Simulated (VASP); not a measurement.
The system is SnTe.

```xyz
2
Lattice="0.0000 3.1509 3.1509 3.1509 0.0000 3.1509 3.1509 3.1509 0.0000" Properties=species:S:1:pos:R:3 pbc="T T T"
Te    3.1509    3.1509    3.1509
Sn    0.0000    0.0000    0.0000
```

* Program: VASP 6.6.1
* Task: relaxation of cell and atoms
* Functional: PBEsol-based global hybrid
* Potentials or basis: VASP PAW PBE potentials, release 64 (Te, Sn_d)
* Cutoff: 600 eV
* k mesh: 4 × 4 × 4
* Occupations: fermi-dirac, width 0.05 eV
* Spin: no spin polarisation

At the start: pressure -1.8 GPa; volume 31.28 Å³/atom.

Task: Where does the relaxation end?

Result: Over 3 steps the energy falls by 6.5 meV/atom and the volume is 30.16 Å³/atom (-3.6 %); space group Fm-3m (No. 225, to 0.05 Å).

The path:
| step | energy change (eV) | largest force (eV/Å) | pressure (GPa) | volume (Å³) |
| --- | --- | --- | --- | --- |
| 1 | 0.0000 | 0.0000 | -1.81 | 62.56 |
| 2 | -0.0107 | 0.0000 | 0.85 | 59.42 |
| 3 | -0.0131 | 0.0000 | -0.01 | 60.32 |

Final structure:
```
Te Sn
1.0
     0.00000    3.11281    3.11281
     3.11281    0.00000    3.11281
     3.11281    3.11281    0.00000
Te Sn
1 1
Direct
  0.50000 0.50000 0.50000
  0.00000 0.00000 0.00000
```

Caveat: the k points lie up to 0.44 Å⁻¹ apart in the final cell; the PAW data sets were made with another functional, which shifts forces and pressure a little.
